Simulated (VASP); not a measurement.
# TiCo (Pm-3m) in VASP: a series of runs, part 3 of 3

VASP 6.6.1.

## 6. Electric field gradients, PBEsol, collinear spin, ferrimagnetic start (14.11 Å³/atom)

This run uses another cell than the first one, of 14.11 Å³/atom.

The input, INCAR:

```
PREC = Accurate
ENCUT = 520
EDIFF = 1E-8
ISMEAR = -1
SIGMA = 0.03
LREAL = False
LASPH = True
NELM = 150
ALGO = Normal
ISIF = 2
LWAVE = False
LCHARG = False
ISPIN = 2
MAGMOM = -1 2
LORBIT = 11
LMAXMIX = 4
GGA = PS
LEFG = True
NBANDS = 22
```

The input, KPOINTS:

```
regular mesh
0
Gamma
  11 11 11
```

The input, POSCAR:

```
TiCo
1.0
    3.0446770546      0.0000000000      0.0000000000
    0.0000000000      3.0446770546      0.0000000000
    0.0000000000      0.0000000000      3.0446770546
Ti Co
1 1
Direct
    0.0000000000      0.0000000000      0.0000000000
    0.5000000000      0.5000000000      0.5000000000
```

Potentials or basis: VASP PAW PBE potentials, release 64 (Ti_sv, Co).

Launch:

```sh
$ cat potpaw_PBE.64/Ti_sv/POTCAR potpaw_PBE.64/Co/POTCAR > POTCAR
$ mpirun -np 1 vasp_std > vasp.out
```

OUTCAR:

```text
PREC = Accurate
   ENCUT = 520
   EDIFF = 1E-8
   ISMEAR = -1
   LREAL = False
   LASPH = True
   NELM = 150
   ISIF = 2
   ISPIN = 2
   LORBIT = 11
   GGA = PS

 ion  position               nearest neighbor table
   1  0.000  0.000  0.000-   2 2.64   2 2.64   2 2.64   2 2.64   2 2.64   2 2.64   2 2.64   2 2.64

   2  0.500  0.500  0.500-   1 2.64   1 2.64   1 2.64   1 2.64   1 2.64   1 2.64   1 2.64   1 2.64

  LATTYP: Found a simple cubic cell.
 ALAT       =     3.0446770546

  Lattice vectors:

 A1 = (   3.0446770546,   0.0000000000,   0.0000000000)
 A2 = (   0.0000000000,   3.0446770546,   0.0000000000)
 A3 = (   0.0000000000,   0.0000000000,   3.0446770546)

Analysis of symmetry for initial positions (statically):
=====================================================================
 Subroutine PRICEL returns:
 Original cell was already a primitive cell.

 Routine SETGRP: Setting up the symmetry group for a
 simple cubic supercell.

 Subroutine GETGRP returns: Found 48 space group operations
 (whereof 48 operations were pure point group operations)
 out of a pool of 48 trial point group operations.

The static configuration has the point symmetry O_h .

Analysis of symmetry for dynamics (positions and initial velocities):
=====================================================================
 Subroutine PRICEL returns:
 Original cell was already a primitive cell.

 Routine SETGRP: Setting up the symmetry group for a
 simple cubic supercell.

 Subroutine GETGRP returns: Found 48 space group operations
 (whereof 48 operations were pure point group operations)
 out of a pool of 48 trial point group operations.

The dynamic configuration has the point symmetry O_h .

Analysis of structural, dynamic, and magnetic symmetry:
=====================================================================
 Subroutine PRICEL returns:
 Original cell was already a primitive cell.

 Routine SETGRP: Setting up the symmetry group for a
 simple cubic supercell.

 Subroutine GETGRP returns: Found 48 space group operations
 (whereof 48 operations were pure point group operations)
 out of a pool of 48 trial point group operations.

The overall configuration has the point symmetry O_h .

 Subroutine INISYM returns: Found 48 space group operations
 (whereof 48 operations are pure point group operations),
 and found     1 'primitive' translations

----------------------------------------------------------------------------------------

                                     Primitive cell

  volume of cell :      28.2243

  direct lattice vectors                    reciprocal lattice vectors
     3.044677055  0.000000000  0.000000000     0.328442059  0.000000000  0.000000000
     0.000000000  3.044677055  0.000000000     0.000000000  0.328442059  0.000000000
     0.000000000  0.000000000  3.044677055     0.000000000  0.000000000  0.328442059

  length of vectors
     3.044677055  3.044677055  3.044677055     0.328442059  0.328442059  0.328442059

[... 108 lines left out ...]
   IVDW    =     0    specifies the selected vdW correction
   LEPSILON=     F    determine dielectric tensor
   LRPA    =     F    only Hartree local field effects (RPA)
 spin polarized calculation
  energy-cutoff  :      520.00
  volume of cell :       28.22
 maximum number of plane-waves:       780
 NGX is ok and might be reduce to    24
   NGX = 11   NGY = 11   NGZ = 11

 number of electron      21.0000011 magnetization       0.8968926

 Free energy of the ion-electron system (eV)
  ---------------------------------------------------
  ext. energy  EPLUGINS =         0.00000000
  ---------------------------------------------------
  free energy    TOTEN  =       -16.75081545 eV

  energy without entropy =      -16.74584739  energy(sigma->0) =      -16.74833142

 E-fermi :   9.0049     XC(G=0): -12.4226

 val. band max:        8.9811273264   @ k =   0.3636   0.3636   0.0909
 cond. band min:       9.0074098573   @ k =   0.4545   0.3636   0.1818
 fundamental gap:      0.0262825310
 Fermi energy:         9.0048652084

 spin component 1

 k-point     1 :       0.0000    0.0000    0.0000
  band No.  band energies     occupation
      1     -47.9583      1.00000
      2     -24.1634      1.00000
      3     -24.1634      1.00000
      4     -24.1634      1.00000
      5       1.5798      1.00000
      6       5.1275      1.00000
[... 589 lines left out ...]
     21      26.5142      0.00000
     22      26.6949      0.00000

 [... further k-points ...]

 spin component 2

 k-point     1 :       0.0000    0.0000    0.0000
  band No.  band energies     occupation
      1     -48.0044      1.00000
      2     -24.2114      1.00000
      3     -24.2114      1.00000
      4     -24.2114      1.00000
      5       1.5767      1.00000
      6       5.8105      1.00000
[... 589 lines left out ...]
     21      26.4558      0.00000
     22      26.7058      0.00000

 [... further k-points ...]

------------------------ aborting loop because EDIFF is reached ----------------------------------------

  FORCE on cell =-STRESS in cart. coord.  units (eV):
  Direction    XX          YY          ZZ          XY          YZ          ZX
  --------------------------------------------------------------------------------------
  -------------------------------------------------------------------------------------
  Total       -2.6875971     -2.6875971     -2.6875971      0.0000000     -0.0000000      0.0000000
  in kB     -152.5636421   -152.5636421   -152.5636421      0.0000000     -0.0000000      0.0000000
  external PRESSURE =    -152.5636421 kB  Pullay stress =       0.0000000 kB

 VOLUME and BASIS-vectors are now :
 -----------------------------------------------------------------------------
  energy-cutoff  :      520.00
  volume of cell :       28.22
      direct lattice vectors                 reciprocal lattice vectors
     3.044677055  0.000000000  0.000000000     0.328442059  0.000000000  0.000000000
     0.000000000  3.044677055  0.000000000     0.000000000  0.328442059  0.000000000
     0.000000000  0.000000000  3.044677055     0.000000000  0.000000000  0.328442059

 POSITION                                       TOTAL-FORCE (eV/Angst)
 -----------------------------------------------------------------------------------
      0.00000      0.00000      0.00000         0.000000      0.000000      0.000000
      1.52234      1.52234      1.52234         0.000000      0.000000      0.000000
 -----------------------------------------------------------------------------------
    total drift:                                0.000000      0.000000     -0.000000

  FREE ENERGIE OF THE ION-ELECTRON SYSTEM (eV)
  ---------------------------------------------------
  free  energy   TOTEN  =       -16.7508154487 eV

  energy  without entropy=      -16.7458473884  energy(sigma->0) =      -16.74833142

 Electric field gradients (V/A^2)
---------------------------------------------------------------------
 ion       V_xx      V_yy      V_zz      V_xy      V_xz      V_yz
---------------------------------------------------------------------
   1       0.000     0.000     0.000    -0.000    -0.000    -0.000
   2       0.000     0.000    -0.000     0.000    -0.000     0.000
---------------------------------------------------------------------

 Electric field gradients after diagonalization (V/A^2)
 (convention: |V_zz| > |V_xx| > |V_yy|)
----------------------------------------------------------------------
 ion       V_xx      V_yy      V_zz     asymmetry (V_yy - V_xx)/ V_zz
----------------------------------------------------------------------
   1       0.000     0.000     0.000      -0.135
   2       0.000     0.000    -0.000       0.435
----------------------------------------------------------------------

           NMR quadrupolar parameters

 Cq : quadrupolar parameter    Cq=e*Q*V_zz/h
 eta: asymmetry parameters     (V_yy - V_xx)/ V_zz
 Q  : nuclear electric quadrupole moment in mb (millibarn)
----------------------------------------------------------------------
 ion       Cq(MHz)       eta       Q (mb)
----------------------------------------------------------------------
   1       0.000      -0.135       1.000
   2      -0.000       0.435       1.000
----------------------------------------------------------------------

 total charge

# of ion       s       p       d       tot
------------------------------------------
    1        2.237   6.162   1.810  10.209
    2        0.505   0.425   7.265   8.195
--------------------------------------------------
tot          2.741   6.587   9.075  18.403

 magnetization (x)

# of ion       s       p       d       tot
------------------------------------------
    1       -0.003  -0.014  -0.051  -0.068
    2        0.029  -0.005   1.001   1.025
--------------------------------------------------
tot          0.027  -0.019   0.950   0.958
```

stdout:

```text
POSCAR found type information on POSCAR TiCo
 POSCAR found :  2 types and       2 ions
 scaLAPACK will be used
 -----------------------------------------------------------------------------
|                                                                             |
|                                                                             |
|     You enforced a specific xc type in the INCAR file but a different       |
|     I HOPE YOU KNOW WHAT YOU ARE DOING!                                     |
|                                                                             |
 -----------------------------------------------------------------------------

 LDA part: xc-table for (Slater+PW92), standard interpolation
 POSCAR, INCAR and KPOINTS ok, starting setup
 FFT: planning ... GRIDC
 FFT: planning ... GRID_SOFT
 FFT: planning ... GRID
 WAVECAR not read
 entering main loop
ion   1

ion   2
```

Wall time 68 s (1 thread of Intel Xeon 8259CL, shared host); peak memory 0.19 GiB.

What came out:

* Free energy: -16.7508 eV
* Pressure: -15.3 GPa
* Net moment: 0.90 μB per cell
* Site moments: Ti -0.07; Co +1.02 μB
* Largest electric field gradient by atom: zero within the noise of the run
* Valence electrons inside the program's atomic spheres: Ti 10.21; Co 8.20

Levels at points of the mesh, in eV from the Fermi level:
Spin up:
| k point | band 9 | band 10 | band 11 | band 12 | band 13 | band 14 |
| --- | --- | --- | --- | --- | --- | --- |
| (0.00, 0.00, 0.00) | -1.78 | -1.78 | 0.46 | 0.46 | 2.53 | 2.53 |
Spin down:
| k point | band 7 | band 8 | band 9 | band 10 | band 11 | band 12 | band 13 | band 14 |
| --- | --- | --- | --- | --- | --- | --- | --- | --- |
| (0.00, 0.00, 0.00) | -3.19 | -1.13 | -1.13 | -1.13 | 0.99 | 0.99 | 2.60 | 2.60 |

Caveat: the cell stands under tension; the PAW data sets were made with another functional, which shifts forces and pressure a little.

## 7. Summary

| level | cell | smearing | gap on the mesh (eV) | pressure (GPa) | moment (μB) |
| --- | --- | --- | --- | --- | --- |
| RPBE | a = 2.926 Å, 2 atoms | fermi-dirac 0.001 eV | none | 15.9 | 0.89 |
| PBEsol | a = 2.966 Å, 2 atoms | fermi-dirac 0.03 eV | none | -5.0 | 0.73 |
| PBEsol | a = 2.986 Å, 2 atoms | fermi-dirac 0.03 eV | none | -7.8 | 0.83 |
| PBEsol | a = 3.006 Å, 2 atoms | fermi-dirac 0.03 eV | none | -10.5 | 0.87 |
| PBEsol | a = 3.045 Å, 2 atoms | fermi-dirac 0.03 eV | none | -15.3 | 0.90 |

Alike in all rows: task electric field gradients; potentials or basis VASP PAW PBE potentials, release 64 (Ti_sv, Co); spin collinear, ferrimagnetic start; k mesh 11 × 11 × 11; cutoff (eV) 520.

Caveats: the PAW data sets were made with another functional, which shifts forces and pressure a little; the cell stands under tension (at least some runs); the cell stands under pressure (at least some runs).

Absolute energies hang on the potentials; compare differences alone.
